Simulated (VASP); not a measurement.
A run of VASP 6.6.1 is set up as follows.

Contents of INCAR:

```
ALGO = Fast ; EDIFF = 1E-6
ENCUT = 520 ; GGA = PS
ISIF = 2 ; ISMEAR = 0
LASPH = True ; LCHARG = False
LREAL = False ; LWAVE = False
NBANDS = 12 ; NELM = 80
PREC = Accurate ; SIGMA = 0.15
```

KPOINTS

```
k-points
0
Gamma
  20 20 20
```

File POSCAR:

```
Ag
1.0
   -1.6556540000      1.6556540000      1.5314799500
    1.6556540000     -1.6556540000      1.5314799500
    1.6556540000      1.6556540000     -1.5314799500
Ag
1
Direct
    0.0000000000      0.0000000000      0.0000000000
```

Potentials or basis: VASP PAW PBE potentials, release 64 (Ag).

Launch:

```sh
$ cat potpaw_PBE.64/Ag/POTCAR > POTCAR
$ mpirun -np 1 vasp_std > vasp.out
```

Task: Estimate the pressure.

Result: -0.2 GPa.

Stress tensor (GPa, compression positive):
```
-0.07  0.00  0.00
 0.00 -0.07  0.00
 0.00  0.00 -0.33
```

Caveat: the cell differs from its parent crystal (strain -0.0750 x Voigt [0, 0, 1, 0, 0, 0]); the PAW data sets were made with another functional, which shifts forces and pressure a little.
